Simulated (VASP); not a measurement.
# TaNb2N3 (R-3m) in VASP: further runs, part 3 of 3

VASP 6.6.1. The steps go on from the part before.

## (5) Single point, PBE

This run uses another cell than the first one, of 15.86 Å³/atom.

Contents of INCAR:

```
SYSTEM = TaNb2N3
PREC     = Accurate       ! precision mode
ENCUT    = 520            ! plane-wave cutoff, eV
EDIFF    = 1E-6           ! SCF threshold, eV
ISMEAR   = 0              ! smearing method
SIGMA    = 0.1            ! smearing width, eV
LREAL    = .False.        ! projectors in reciprocal space
LASPH    = .True.         ! aspherical terms in the spheres
NELM     = 100            ! most SCF steps
ALGO     = Normal         ! electronic algorithm
ISIF     = 2              ! what is computed and relaxed
LWAVE    = .False.        ! write WAVECAR
LCHARG   = .True.         ! write CHGCAR
GGA      = PE             ! functional
LELF     = .True.         ! ELF
LVHAR    = .True.       
NBANDS   = 35             ! bands
```

Contents of KPOINTS:

```
Automatic mesh
0
Gamma
  12 12 12
  0 0 0
```

Contents of POSCAR:

```
TaNb2N3
1.0
    2.5189379925      1.4543095280      4.3284071835
   -2.5189379925      1.4543095280      4.3284071835
    0.0000000000     -2.9086190561      4.3284071835
Ta Nb N
1 2 3
Direct
    0.5000000000      0.5000000000      0.5000000000
    0.7383881803      0.7383881803      0.7383881803
    0.2616118197      0.2616118197      0.2616118197
    0.0000000000      0.0000000000      0.5000000000
    0.5000000000      0.0000000000      0.0000000000
    0.0000000000      0.5000000000      0.0000000000
```

Potentials or basis: VASP PAW PBE potentials, release 64 (Ta_pv, Nb_sv, N).

Started as:

```console
$ cat potpaw_PBE.64/Ta_pv/POTCAR potpaw_PBE.64/Nb_sv/POTCAR potpaw_PBE.64/N/POTCAR > POTCAR
$ mpirun -np 1 vasp_std > vasp.out
```

OUTCAR:

```text
SYSTEM = TaNb2N3
   PREC = Accurate
   ENCUT = 520
   EDIFF = 1E-6
   ISMEAR = 0
   LREAL = .False.
   LASPH = .True.
   NELM = 100
   ISIF = 2
   GGA = PE

 ion  position               nearest neighbor table
   1  0.500  0.500  0.500-   5 2.52   6 2.52   5 2.52   6 2.52   4 2.52   4 2.52   2 3.10   3 3.10
                             3 3.16   2 3.16   2 3.16   3 3.16   3 3.16   2 3.16
   2  0.738  0.738  0.738-   4 1.91   5 1.91   6 1.91   1 3.10   1 3.16   1 3.16   1 3.16
   3  0.262  0.262  0.262-   4 1.91   5 1.91   6 1.91   1 3.10   1 3.16   1 3.16   1 3.16
   4  0.000  0.000  0.500-   2 1.91   3 1.91   1 2.52   1 2.52
   5  0.500  0.000  0.000-   2 1.91   3 1.91   1 2.52   1 2.52
   6  0.000  0.500  0.000-   2 1.91   3 1.91   1 2.52   1 2.52

  LATTYP: Found a trigonal (rhomboedric) cell.
 ALAT       =     5.2148991898
 COS(alpha) =     0.5333695079

  Lattice vectors:

 A1 = (   2.5189379925,   1.4543095280,   4.3284071835)
 A2 = (  -2.5189379925,   1.4543095280,   4.3284071835)
 A3 = (   0.0000000000,  -2.9086190561,   4.3284071835)

Analysis of symmetry for initial positions (statically):
=====================================================================
 Subroutine PRICEL returns:
 Original cell was already a primitive cell.

 Routine SETGRP: Setting up the symmetry group for a
 trigonal (rhombohedral) supercell.

 Subroutine GETGRP returns: Found 12 space group operations
 (whereof 12 operations were pure point group operations)
 out of a pool of 12 trial point group operations.

The static configuration has the point symmetry D_3d.

Analysis of symmetry for dynamics (positions and initial velocities):
=====================================================================
 Subroutine PRICEL returns:
 Original cell was already a primitive cell.

 Routine SETGRP: Setting up the symmetry group for a
 trigonal (rhombohedral) supercell.

 Subroutine GETGRP returns: Found 12 space group operations
 (whereof 12 operations were pure point group operations)
 out of a pool of 12 trial point group operations.

The dynamic configuration has the point symmetry D_3d.

 Subroutine INISYM returns: Found 12 space group operations
 (whereof 12 operations are pure point group operations),
 and found     1 'primitive' translations

----------------------------------------------------------------------------------------

                                     Primitive cell

  volume of cell :      95.1379

  direct lattice vectors                    reciprocal lattice vectors
     2.518937993  1.454309528  4.328407184     0.198496351  0.114601922  0.077010623
    -2.518937993  1.454309528  4.328407184    -0.198496351  0.114601922  0.077010623
     0.000000000 -2.908619056  4.328407184     0.000000000 -0.229203843  0.077010623

  length of vectors
     5.214899190  5.214899190  5.214899190     0.241795446  0.241795446  0.241795446

  position of ions in fractional coordinates (direct lattice)
     0.500000000  0.500000000  0.500000000
     0.738388180  0.738388180  0.738388180
     0.261611820  0.261611820  0.261611820
     0.000000000  0.000000000  0.500000000
     0.500000000  0.000000000  0.000000000
     0.000000000  0.500000000  0.000000000

  ion indices of the primitive-cell ions
   primitive index   ion index
                 1           1
                 2           2
                 3           3
                 4           4
                 5           5
                 6           6

[... 24 lines left out ...]
 Found    189 irreducible k-points:

 Following reciprocal coordinates:
            Coordinates               Weight
  0.000000  0.000000  0.000000      1.000000
  0.083333  0.000000  0.000000      6.000000
  0.166667  0.000000 -0.000000      6.000000
  0.250000  0.000000  0.000000      6.000000
  0.333333  0.000000  0.000000      6.000000
  0.416667  0.000000  0.000000      6.000000
[... 16 lines left out ...]
  0.500000  0.166667 -0.000000     12.000000
 -0.416667  0.166667 -0.000000     12.000000
 [... further k-points ...]
   k-points           NKPTS =    189   k-points in BZ     NKDIM =    189   number of bands    NBANDS=     35
   number of dos      NEDOS =    301   number of ions     NIONS =      6
   total plane-waves  NPLWV =  64000
   dimension x,y,z NGX =    40 NGY =   40 NGZ =   40
   dimension x,y,z NGXF=    80 NGYF=   80 NGZF=   80
   ions per type =               1   2   3
   NGX,Y,Z   is equivalent  to a cutoff of  12.75, 12.75, 12.75 a.u.
   NGXF,Y,Z  is equivalent  to a cutoff of  25.50, 25.50, 25.50 a.u.
 SYSTEM =  TaNb2N3
   PREC   = accura    normal or accurate (medium, high low for compatibility)
   ISTART =      0    job   : 0-new  1-cont  2-samecut
   ICHARG =      2    charge: 1-file 2-atom 10-const
   ISPIN  =      1    spin polarized calculation?
   LNONCOLLINEAR =      F non collinear calculations
   LSORBIT =      F    spin-orbit coupling
   LASPH  =      T    aspherical Exc in radial PAW
   ENCUT  =  520.0 eV  38.22 Ry    6.18 a.u.   9.70  9.70  9.70*2*pi/ulx,y,z
   NELM   =    100;   NELMIN=  2; NELMDL= -5     # of ELM steps
   EDIFF  = 0.1E-05   stopping-criterion for ELM
   LREAL  =      F    real-space projection
   EDIFFG = 0.1E-04   stopping-criterion for IOM
   NSW    =      0    number of steps for IOM
   IBRION =     -1    ionic relax: 0-MD 1-quasi-New 2-CG
   NFREE  =      0    steps in history (QN), initial steepest desc. (CG)
   ISIF   =      2    stress and relaxation
   ISYM   =      2    0-nonsym 1-usesym 2-fastsym
   POTIM  = 0.5000    time-step for ionic-motion
   TEBEG  =    0.0;   TEEND  =   0.0 temperature during run
   PSTRESS=    0.0 pullay stress
   NELECT =      52.0000    total number of electrons
   NUPDOWN=      -1.0000    fix difference up-down
   EMIN   =  10.00;   EMAX   =-10.00  energy-range for DOS
   EFERMI =   0.00;   METHOD = LEGACY
   ISMEAR =     0;   SIGMA  =   0.10  broadening in eV -4-tet -1-fermi 0-gaus
   EFERMI_NEDOS =   21; number of points for ismear=-14 and -15
   IALGO  =     38    algorithm
   IMIX   =      4    mixing-type and parameters
     AMIX     =   0.40;   BMIX     =  1.00
     AMIX_MAG =   1.60;   BMIX_MAG =  1.00
  volume/ion in A,a.u.               =      15.86       107.00
  Fermi-wavevector in a.u.,A,eV,Ry     =   1.338520  2.529435 24.376668  1.791635
  Thomas-Fermi vector in A             =   2.466984
   LORBIT       =      0    0 simple, 1 ext, 2 COOP (PROOUT), +10 PAW based schemes
   GGA     = PE    functional components
   LHFCALC =     F    Hartree Fock is set to
   AEXX    =    0.0000 exact exchange contribution
   IVDW    =     0    specifies the selected vdW correction
   LEPSILON=     F    determine dielectric tensor
   LRPA    =     F    only Hartree local field effects (RPA)
 non-spin polarized calculation
 Gauss-broadening in eV      SIGMA  =   0.10
  energy-cutoff  :      520.00
  volume of cell :       95.14
 maximum number of plane-waves:      2583
   NGX = 19   NGY = 19   NGZ = 19

 number of electron      51.9999994 magnetization

 Free energy of the ion-electron system (eV)
  ---------------------------------------------------
  ext. energy  EPLUGINS =         0.00000000
  ---------------------------------------------------
  free energy    TOTEN  =       -56.16517537 eV

  energy without entropy =      -56.14721581  energy(sigma->0) =      -56.15619559

 E-fermi :   6.1806     XC(G=0): -10.8518

 val. band max:        6.1799070603   @ k =  -0.4167  -0.4167   0.1667
 cond. band min:       6.1849081436   @ k =   0.3333   0.0000   0.0000
 fundamental gap:      0.0050010832
 Fermi energy:         6.1806387861

 k-point     1 :       0.0000    0.0000    0.0000
  band No.  band energies     occupation
      1     -49.0049      2.00000
      2     -48.9839      2.00000
      3     -29.4100      2.00000
      4     -29.4100      2.00000
      5     -28.9222      2.00000
      6     -25.3816      2.00000
[... 901 lines left out ...]
     34      10.2353      0.00000
     35      10.4513      0.00000

 [... further k-points ...]
[... 5 lines left out ...]
  --------------------------------------------------------------------------------------
  -------------------------------------------------------------------------------------
  Total       -0.1515338     -0.1515338     -0.2862459      0.0000000      0.0000000      0.0000000
  in kB       -2.5519169     -2.5519169     -4.8205448      0.0000000      0.0000000      0.0000000
  external PRESSURE =      -3.3081262 kB  Pullay stress =       0.0000000 kB

 VOLUME and BASIS-vectors are now :
 -----------------------------------------------------------------------------
  energy-cutoff  :      520.00
  volume of cell :       95.14
      direct lattice vectors                 reciprocal lattice vectors
     2.518937993  1.454309528  4.328407184     0.198496351  0.114601922  0.077010623
    -2.518937993  1.454309528  4.328407184    -0.198496351  0.114601922  0.077010623
     0.000000000 -2.908619056  4.328407184     0.000000000 -0.229203843  0.077010623

 POSITION                                       TOTAL-FORCE (eV/Angst)
 -----------------------------------------------------------------------------------
      0.00000     -0.00000      6.49261         0.000000      0.000000      0.000000
      0.00000     -0.00000      9.58813         0.000000     -0.000000      0.053379
      0.00000     -0.00000      3.39709         0.000000      0.000000     -0.053379
      0.00000     -1.45431      2.16420         0.000000      0.000000     -0.000000
      1.25947      0.72715      2.16420        -0.000000      0.000000      0.000000
     -1.25947      0.72715      2.16420        -0.000000      0.000000     -0.000000
 -----------------------------------------------------------------------------------
    total drift:                                0.000000     -0.000000      0.000000

  FREE ENERGIE OF THE ION-ELECTRON SYSTEM (eV)
  ---------------------------------------------------
  free  energy   TOTEN  =       -56.1651753729 eV

  energy  without entropy=      -56.1472158094  energy(sigma->0) =      -56.15619559
```

Run time: 5.8 min. Hardware: 1 thread of Intel Xeon 6975P-C (Granite Rapids), shared host; peak memory 0.66 GiB.

Results:

```yaml
Free_energy: -56.1652 eV
Pressure: -0.3 GPa
Largest_force: 0.053 eV/Å
Band_gap_on_the_k_mesh: zero (bands 26 and 27 overlap by 0.55 eV)
```

Forces on the atoms (eV/Å):
```
Ta   0.000  0.000  0.000
Nb   0.000  0.000  0.053
Nb   0.000  0.000 -0.053
N    0.000  0.000  0.000
N    0.000  0.000  0.000
N    0.000  0.000  0.000
```

Stress tensor (GPa, compression positive):
```
-0.26  0.00  0.00
 0.00 -0.26  0.00
 0.00  0.00 -0.48
```

Caveat: spin-orbit coupling is left out, which moves the levels of the heavy elements.

## (6) The runs side by side

| task | cell | k mesh | cutoff (eV) | gap on the mesh (eV) | pressure (GPa) | largest force (eV/Å) |
| --- | --- | --- | --- | --- | --- | --- |
| single point | a = 4.407 Å, angles 77.5°, 6 atoms, atomic positions A | 6 × 6 × 6 | 520 | none | 69.3 | 5.26 |
| single point | a = 5.209 Å, angles 57.9°, 6 atoms, atomic positions B | 6 × 6 × 6 | 520 | none | -0.3 | 0.05 |
| relaxation of cell and atoms | relaxed from a = 4.407 Å, angles 77.5°, 6 atoms, atomic positions A | 6 × 6 × 6 | 600 | none | 0.2 | 0.04 |
| single point | a = 5.215 Å, angles 57.8°, 6 atoms, atomic positions B | 12 × 12 × 12 | 520 | none | -0.3 | 0.05 |

Alike in all rows: level PBE; potentials or basis VASP PAW PBE potentials, release 64 (Ta_pv, Nb_sv, N); no spin polarisation; smearing gaussian 0.1 eV.

Caveats: spin-orbit coupling is left out, which moves the levels of the heavy elements; the cell stands under pressure (at least some runs); forces of over 1 eV/Å act on the atoms, so gaps and moduli don't describe the material at rest (at least some runs); the volume moved by over 15 % at a fixed basis, so the end points are rough (at least some runs).

Total energies depend on the potentials used, so only differences within one code and one set of settings carry meaning.

The gap in the log of VASP goes by the Fermi energy; the results here count the filled bands.